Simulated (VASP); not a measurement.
# Ag (Im-3m) in VASP: settings compared

The runs below take Ag through single point, with PBEsol, LDA.

Program: VASP 6.6.1. These are calculated values, not measurements. Logs are shortened: lines on timing, memory, paths and dates and some standing lists are left out, and cuts for length are marked.

### Step 1. The cell of the first run

It takes space group Im-3m (No. 229, cubic). Conventional cell: a = 3.267 Å, b = 3.267 Å, c = 3.267 Å, α = 90.00°, β = 90.00°, γ = 90.00°. Ag (site symmetry m-3m) has 14 Ag at 2.83 to 3.27 Å within 3.7 Å.

### Step 2. Single point, PBEsol

The input, INCAR:

```
SYSTEM = Ag
  ALGO = Normal
  EDIFF = 1E-6
  ENCUT = 520
  GGA = PS
  ISIF = 2
  ISMEAR = -1
  LASPH = .TRUE.
  LCHARG = .FALSE.
  LREAL = .FALSE.
  LWAVE = .FALSE.
  NBANDS = 12
  NELM = 80
  PREC = Accurate
  SIGMA = 0.05
```

The input, KPOINTS:

```
k-points
0
G
  11 11 11
  0 0 0
```

The input, POSCAR:

```
Ag
1.0
   -1.6332775543      1.6332775543      1.6332775543
    1.6332775543     -1.6332775543      1.6332775543
    1.6332775543      1.6332775543     -1.6332775543
Ag
1
Direct
    0.0000000000      0.0000000000      0.0000000000
```

Potentials or basis: VASP PAW PBE potentials, release 64 (Ag).

Run with:

```console
$ cat potpaw_PBE.64/Ag/POTCAR > POTCAR
$ mpirun -np 1 vasp_std > vasp.out
```

OUTCAR:

```text
SYSTEM = Ag
   EDIFF = 1E-6
   ENCUT = 520
   GGA = PS
   ISIF = 2
   ISMEAR = -1
   LASPH = .TRUE.
   LREAL = .FALSE.
   NELM = 80
   PREC = Accurate

 ion  position               nearest neighbor table
   1  0.000  0.000  0.000-

  LATTYP: Found a body centered cubic cell.
 ALAT       =     3.2665551086

  Lattice vectors:

 A1 = (  -1.6332775543,   1.6332775543,   1.6332775543)
 A2 = (   1.6332775543,  -1.6332775543,   1.6332775543)
 A3 = (   1.6332775543,   1.6332775543,  -1.6332775543)

Analysis of symmetry for initial positions (statically):
=====================================================================
 Subroutine PRICEL returns:
 Original cell was already a primitive cell.

 Routine SETGRP: Setting up the symmetry group for a
 body centered cubic supercell.

 Subroutine GETGRP returns: Found 48 space group operations
[... 9 lines left out ...]

 Routine SETGRP: Setting up the symmetry group for a
 body centered cubic supercell.

 Subroutine GETGRP returns: Found 48 space group operations
[... 11 lines left out ...]
                                     Primitive cell

  volume of cell :      17.4277

  direct lattice vectors                    reciprocal lattice vectors
    -1.633277554  1.633277554  1.633277554     0.000000000  0.306132904  0.306132904
     1.633277554 -1.633277554  1.633277554     0.306132904  0.000000000  0.306132904
     1.633277554  1.633277554 -1.633277554     0.306132904  0.306132904  0.000000000

  length of vectors
     2.828919707  2.828919707  2.828919707     0.432937304  0.432937304  0.432937304

  position of ions in fractional coordinates (direct lattice)
     0.000000000  0.000000000  0.000000000

  ion indices of the primitive-cell ions
   primitive index   ion index
                 1           1

----------------------------------------------------------------------------------------

 KPOINTS: k-points

Automatic generation of k-mesh.
 Grid dimensions read from file:
 generate k-points for:   11   11   11

 Generating k-lattice:

  Cartesian coordinates                     Fractional coordinates (reciprocal lattice)
     0.000000000  0.027830264  0.027830264     0.090909091  0.000000000  0.000000000
     0.027830264  0.000000000  0.027830264     0.000000000  0.090909091  0.000000000
     0.027830264  0.027830264  0.000000000     0.000000000  0.000000000  0.090909091

  Length of vectors
     0.039357937  0.039357937  0.039357937

  Shift w.r.t. Gamma in fractional coordinates (k-lattice)
     0.000000000  0.000000000  0.000000000

 Subroutine IBZKPT returns following result:
 ===========================================

 Found     56 irreducible k-points:

 Following reciprocal coordinates:
            Coordinates               Weight
  0.000000  0.000000  0.000000      1.000000
  0.090909  0.000000  0.000000     12.000000
  0.181818  0.000000  0.000000     12.000000
  0.272727  0.000000  0.000000     12.000000
  0.363636  0.000000  0.000000     12.000000
  0.454545  0.000000  0.000000     12.000000
[... 16 lines left out ...]
  0.272727  0.181818  0.090909     48.000000
  0.363636  0.181818  0.090909     24.000000
 [... further k-points ...]
   k-points           NKPTS =     56   k-points in BZ     NKDIM =     56   number of bands    NBANDS=     12
   number of dos      NEDOS =    301   number of ions     NIONS =      1
   total plane-waves  NPLWV =  13824
   dimension x,y,z NGX =    24 NGY =   24 NGZ =   24
   dimension x,y,z NGXF=    48 NGYF=   48 NGZF=   48
   ions per type =               1
   NGX,Y,Z   is equivalent  to a cutoff of  14.10, 14.10, 14.10 a.u.
   NGXF,Y,Z  is equivalent  to a cutoff of  28.21, 28.21, 28.21 a.u.
 SYSTEM =  Ag
   PREC   = accura    normal or accurate (medium, high low for compatibility)
   ISTART =      0    job   : 0-new  1-cont  2-samecut
   ICHARG =      2    charge: 1-file 2-atom 10-const
   ISPIN  =      1    spin polarized calculation?
   LNONCOLLINEAR =      F non collinear calculations
   LSORBIT =      F    spin-orbit coupling
   LASPH  =      T    aspherical Exc in radial PAW
   ENCUT  =  520.0 eV  38.22 Ry    6.18 a.u.   5.26  5.26  5.26*2*pi/ulx,y,z
   NELM   =     80;   NELMIN=  2; NELMDL= -5     # of ELM steps
   EDIFF  = 0.1E-05   stopping-criterion for ELM
   LREAL  =      F    real-space projection
   EDIFFG = 0.1E-04   stopping-criterion for IOM
   NSW    =      0    number of steps for IOM
   IBRION =     -1    ionic relax: 0-MD 1-quasi-New 2-CG
   NFREE  =      0    steps in history (QN), initial steepest desc. (CG)
   ISIF   =      2    stress and relaxation
   ISYM   =      2    0-nonsym 1-usesym 2-fastsym
   POTIM  = 0.5000    time-step for ionic-motion
   TEBEG  =    0.0;   TEEND  =   0.0 temperature during run
   PSTRESS=    0.0 pullay stress
   NELECT =      11.0000    total number of electrons
   NUPDOWN=      -1.0000    fix difference up-down
   EMIN   =  10.00;   EMAX   =-10.00  energy-range for DOS
   EFERMI =   0.00;   METHOD = LEGACY
   ISMEAR =    -1;   SIGMA  =   0.05  broadening in eV -4-tet -1-fermi 0-gaus
   EFERMI_NEDOS =   21; number of points for ismear=-14 and -15
   IALGO  =     38    algorithm
   IMIX   =      4    mixing-type and parameters
     AMIX     =   0.40;   BMIX     =  1.00
     AMIX_MAG =   1.60;   BMIX_MAG =  1.00
  volume/ion in A,a.u.               =      17.43       117.61
  Fermi-wavevector in a.u.,A,eV,Ry     =   1.404297  2.653737 26.831382  1.972051
  Thomas-Fermi vector in A             =   2.526873
   LORBIT       =      0    0 simple, 1 ext, 2 COOP (PROOUT), +10 PAW based schemes
   GGA     = PS    functional components
   LHFCALC =     F    Hartree Fock is set to
   AEXX    =    0.0000 exact exchange contribution
   IVDW    =     0    specifies the selected vdW correction
   LEPSILON=     F    determine dielectric tensor
   LRPA    =     F    only Hartree local field effects (RPA)
 non-spin polarized calculation
  energy-cutoff  :      520.00
  volume of cell :       17.43
 maximum number of plane-waves:       478
 NGX is ok and might be reduce to    24
   NGX = 11   NGY = 11   NGZ = 11

 number of electron      11.0000003 magnetization

 Free energy of the ion-electron system (eV)
  ---------------------------------------------------
  ext. energy  EPLUGINS =         0.00000000
  ---------------------------------------------------
  free energy    TOTEN  =        -3.27290713 eV

  energy without entropy =       -3.26912318  energy(sigma->0) =       -3.27101516

 E-fermi :   7.9014     XC(G=0): -12.2808

 val. band max:        7.8709514611   @ k =  -0.3636   0.4545   0.0909
 cond. band min:       8.0370152759   @ k =  -0.4545   0.4545   0.0909
 fundamental gap:      0.1660638148
 Fermi energy:         7.9014461541

 k-point     1 :       0.0000    0.0000    0.0000
  band No.  band energies     occupation
      1       0.2698      2.00000
      2       3.1312      2.00000
      3       3.1312      2.00000
      4       3.1312      2.00000
      5       4.4334      2.00000
      6       4.4334      2.00000
      7      25.7994      0.00000
      8      25.7994      0.00000
      9      25.7994      0.00000
     10      31.7737      0.00000
     11      31.7739      0.00000
     12      31.7769      0.00000

 k-point     2 :       0.0909    0.0000    0.0000
  band No.  band energies     occupation
      1       0.5356      2.00000
      2       3.0664      2.00000
      3       3.1418      2.00000
      4       3.2826      2.00000
      5       4.3658      2.00000
      6       4.4382      2.00000
      7      25.0572      0.00000
      8      25.6681      0.00000
      9      25.9767      0.00000
     10      29.6623      0.00000
     11      29.7053      0.00000
     12      30.2569      0.00000

 k-point     3 :       0.1818    0.0000    0.0000
  band No.  band energies     occupation
      1       1.2338      2.00000
      2       2.8967      2.00000
      3       3.2177      2.00000
      4       3.7086      2.00000
      5       4.2538      2.00000
      6       4.4549      2.00000
      7      22.4340      0.00000
      8      24.6761      0.00000
      9      26.4292      0.00000
     10      27.7291      0.00000
     11      28.4345      0.00000
     12      29.4208      0.00000

 k-point     4 :       0.2727    0.0000    0.0000
  band No.  band energies     occupation
      1       1.8129      2.00000
      2       2.6826      2.00000
      3       3.8342      2.00000
      4       4.2392      2.00000
      5       4.3180      2.00000
      6       4.4852      2.00000
      7      18.8646      0.00000
      8      23.1475      0.00000
      9      25.3065      0.00000
     10      26.9660      0.00000
     11      28.2972      0.00000
     12      30.8370      0.00000

 k-point     5 :       0.3636    0.0000    0.0000
  band No.  band energies     occupation
      1       1.8085      2.00000
      2       2.4934      2.00000
      3       4.3031      2.00000
      4       4.5219      2.00000
      5       4.9441      2.00000
      6       5.4739      2.00000
      7      15.3468      0.00000
      8      21.9122      0.00000
      9      23.3942      0.00000
     10      27.4000      0.00000
     11      28.5267      0.00000
     12      33.0208      0.00000

 k-point     6 :       0.4545    0.0000    0.0000
  band No.  band energies     occupation
      1       1.6922      2.00000
      2       2.3841      2.00000
      3       4.3664      2.00000
      4       4.5479      2.00000
      5       5.3552      2.00000
      6       7.4146      1.99988
      7      12.5093      0.00000
      8      21.2492      0.00000
      9      22.3208      0.00000
     10      27.6307      0.00000
     11      28.7865      0.00000
     12      32.3949      0.00000

 k-point     7 :       0.0909    0.0909    0.0000
  band No.  band energies     occupation
      1       1.0295      2.00000
      2       3.0037      2.00000
      3       3.0700      2.00000
      4       3.6204      2.00000
      5       4.2586      2.00000
      6       4.4671      2.00000
      7      23.8203      0.00000
      8      24.4221      0.00000
      9      26.3471      0.00000
     10      27.2553      0.00000
     11      29.1446      0.00000
     12      30.3862      0.00000

 k-point     8 :       0.1818    0.0909    0.0000
  band No.  band energies     occupation
      1       1.7626      2.00000
      2       2.8253      2.00000
      3       3.1602      2.00000
      4       4.1769      2.00000
      5       4.2569      2.00000
      6       4.5469      2.00000
      7      20.8072      0.00000
      8      22.7733      0.00000
      9      25.1329      0.00000
     10      26.8970      0.00000
     11      29.7928      0.00000
     12      30.3225      0.00000
[... 166 lines left out ...]
 k-point    20 :       0.3636    0.0909    0.0909
  band No.  band energies     occupation
      1       2.0046      2.00000
      2       2.3980      2.00000
      3       4.4032      2.00000
      4       4.4249      2.00000
      5       4.5553      2.00000
      6       8.7915      0.00000
      7      12.7122      0.00000
      8      19.6122      0.00000
      9      19.6901      0.00000
     10      29.0837      0.00000
     11      31.8147      0.00000
     12      32.9611      0.00000

 k-point    21 :      -0.0909    0.0909    0.0909
  band No.  band energies     occupation
      1       0.7959      2.00000
      2       3.1595      2.00000
      3       3.1595      2.00000
      4       3.2809      2.00000
      5       4.2059      2.00000
      6       4.5249      2.00000
      7      24.5762      0.00000
      8      25.8773      0.00000
      9      25.8773      0.00000
     10      27.2452      0.00000
     11      29.7612      0.00000
     12      29.7612      0.00000

 k-point    22 :       0.1818    0.1818    0.0909
  band No.  band energies     occupation
      1       2.4021      2.00000
      2       2.6583      2.00000
      3       3.1525      2.00000
      4       4.3806      2.00000
      5       4.5215      2.00000
      6       6.8964      2.00000
      7      17.5315      0.00000
      8      18.1566      0.00000
      9      20.2091      0.00000
     10      29.2648      0.00000
     11      33.2330      0.00000
     12      33.9377      0.00000

 k-point    23 :       0.2727    0.1818    0.0909
  band No.  band energies     occupation
      1       2.2955      2.00000
      2       2.5751      2.00000
      3       3.6084      2.00000
      4       4.4403      2.00000
      5       4.5772      2.00000
      6       8.8665      0.00000
      7      14.5003      0.00000
      8      17.0267      0.00000
      9      19.4677      0.00000
     10      30.0420      0.00000
     11      32.9609      0.00000
     12      34.3538      0.00000

 k-point    24 :       0.3636    0.1818    0.0909
  band No.  band energies     occupation
      1       2.2456      2.00000
      2       2.5354      2.00000
      3       3.8048      2.00000
      4       4.4779      2.00000
      5       4.5941      2.00000
      6      10.6623      0.00000
      7      12.2815      0.00000
      8      16.6829      0.00000
      9      19.2109      0.00000
     10      30.2960      0.00000
     11      32.7956      0.00000
     12      34.3812      0.00000

 [... further k-points ...]
[... 5 lines left out ...]
  --------------------------------------------------------------------------------------
  -------------------------------------------------------------------------------------
  Total       -0.4428695     -0.4428695     -0.4428695      0.0000000      0.0000000      0.0000000
  in kB      -40.7142487    -40.7142487    -40.7142487      0.0000000      0.0000000      0.0000000
  external PRESSURE =     -40.7142487 kB  Pullay stress =       0.0000000 kB

 VOLUME and BASIS-vectors are now :
 -----------------------------------------------------------------------------
  energy-cutoff  :      520.00
  volume of cell :       17.43
      direct lattice vectors                 reciprocal lattice vectors
    -1.633277554  1.633277554  1.633277554     0.000000000  0.306132904  0.306132904
     1.633277554 -1.633277554  1.633277554     0.306132904  0.000000000  0.306132904
     1.633277554  1.633277554 -1.633277554     0.306132904  0.306132904  0.000000000

 POSITION                                       TOTAL-FORCE (eV/Angst)
 -----------------------------------------------------------------------------------
      0.00000      0.00000      0.00000        -0.000000     -0.000000      0.000000
 -----------------------------------------------------------------------------------
    total drift:                                0.000000      0.000000     -0.000000

  FREE ENERGIE OF THE ION-ELECTRON SYSTEM (eV)
  ---------------------------------------------------
  free  energy   TOTEN  =        -3.2729071343 eV

  energy  without entropy=       -3.2691231821  energy(sigma->0) =       -3.27101516
```

It took 9.4 s on 1 thread of Intel Xeon Platinum 8259CL at 2.50GHz (Skylake/Cascade Lake), shared host; peak memory 0.14 GiB.

What came out:

- Free energy: -3.2729 eV
- Pressure: -4.1 GPa

Caveat: the PAW data sets were made with another functional, which shifts forces and pressure a little.

### Step 3. Single point, LDA

This run uses another cell than the first one, of 18.52 Å³/atom, 1.063 times its volume.

The input, INCAR:

```
PREC = Accurate
ENCUT = 520
EDIFF = 1E-6
ISMEAR = -1
SIGMA = 0.05
LREAL = F
LASPH = T
NELM = 80
ALGO = Normal
ISIF = 2
LWAVE = F
LCHARG = F
NBANDS = 12
```

The input, KPOINTS:

```
regular mesh
0
Gamma
  11 11 11
```

The input, POSCAR:

```
Ag
1.0
   -1.6666189156      1.6666189156      1.6666189156
    1.6666189156     -1.6666189156      1.6666189156
    1.6666189156      1.6666189156     -1.6666189156
Ag
1
Direct
    0.0000000000      0.0000000000      0.0000000000
```

Potentials or basis: VASP PAW LDA potentials, release 64 (Ag).

Run with:

```console
$ cat potpaw_LDA.64/Ag/POTCAR > POTCAR
$ mpirun -np 1 vasp_std > vasp.out
```

Wall time 6 s (1 thread of Intel Xeon Platinum 8259CL at 2.50GHz (Skylake/Cascade Lake), shared host); peak memory 0.13 GiB.

Results (log left out):

* Free energy: -3.6448 eV
* Pressure: -12.6 GPa

Levels at points of the mesh, in eV from the Fermi level:
```
           k point  band 4  band 5  band 6  band 7  band 8  band 9
(0.00, 0.00, 0.00)   -4.56   -3.37   -3.37   17.70   17.70   17.70
```
